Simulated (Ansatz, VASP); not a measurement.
Sc: VASP beside Ansatz

POSCAR

```
Sc
1.0
    5.3587019536      0.0000000000      0.0000000000
   -2.6793509768      4.6407720232      0.0000000000
    0.0000000000      0.0000000000      3.3410072083
Sc
3
Direct
    1.0000000000      1.0000000000      0.0000000000
    0.3333333333      0.6666666667      0.5000000000
    0.6666666667      0.3333333333      0.5000000000
```

File INCAR.step1:

```
ALGO = Normal
EDIFF = 1E-5
ENCUT = 550
GGA = PE
GGA_COMPAT = F
ISMEAR = -1
LASPH = T
LCHARG = F
LREAL = F
LWAVE = T
NBANDS = 24
NELM = 120
PREC = Accurate
SIGMA = 0.1
```

Contents of INCAR.step2:

```
ALGO = Normal
EDIFF = 1E-6
ENCUT = 550
GGA_COMPAT = F
ISIF = 2
ISMEAR = -1
ISTART = 1
LASPH = T
LCHARG = F
LMIXTAU = T
LREAL = F
LWAVE = F
METAGGA = R2SCAN
NBANDS = 24
NELM = 120
PREC = Accurate
SIGMA = 0.1
```

Contents of KPOINTS:

```
k-points
0
Gamma
  8 8 11
```

Input for Ansatz:

```yaml
crystal:
  lattice:
    - [5.3587019536, 0.0, 0.0]
    - [-2.6793509768, 4.6407720232, 0.0]
    - [0.0, 0.0, 3.3410072083]
  atoms:
    - { symbol: Sc, position: [1.0, 1.0, 0.0] }
    - { symbol: Sc, position: [0.3333333333, 0.6666666667, 0.5] }
    - { symbol: Sc, position: [0.6666666667, 0.3333333333, 0.5] }
hamiltonian:
  xc: r2scan
  pseudopotentials:
    kind: paw
    azcp:
      Sc: "pseudopotentials/Sc.paw.azcp"
basis:
  ecutwfc: 500
  fft_grid_basis: typed
kpoints:
  mp_grid: { grid: [8, 8, 11], shift: [0, 0, 0] }
magnetization:
  spin_polarized: false
scf:
  occupations: { method: fermi_dirac, width: 0.1 }
  lower_state_search: "off"
output:
  stress: true
```

Alike in both runs: task single point; functional r2SCAN; k mesh 8 × 8 × 11; occupations fermi-dirac, width 0.1 eV; no spin polarisation.

```csv
,VASP,Ansatz
version,VASP 6.6.1,Ansatz 0.2.0
potentials or method,"VASP PAW PBE potentials, release 64 (Sc_sv), cutoff 550 eV","plane waves (500 eV) with PAW, scalar-relativistic"
valence electrons in the cell,33,33
```

```tsv
	VASP	Ansatz	Ansatz less VASP
pressure (GPa)	-5.0	-5.1	-0.14
traceless stress, the component that is largest in VASP (GPa)	-0.34	-0.32	+0.013
```

VASP's potentials were made for PBE, not for r2SCAN.
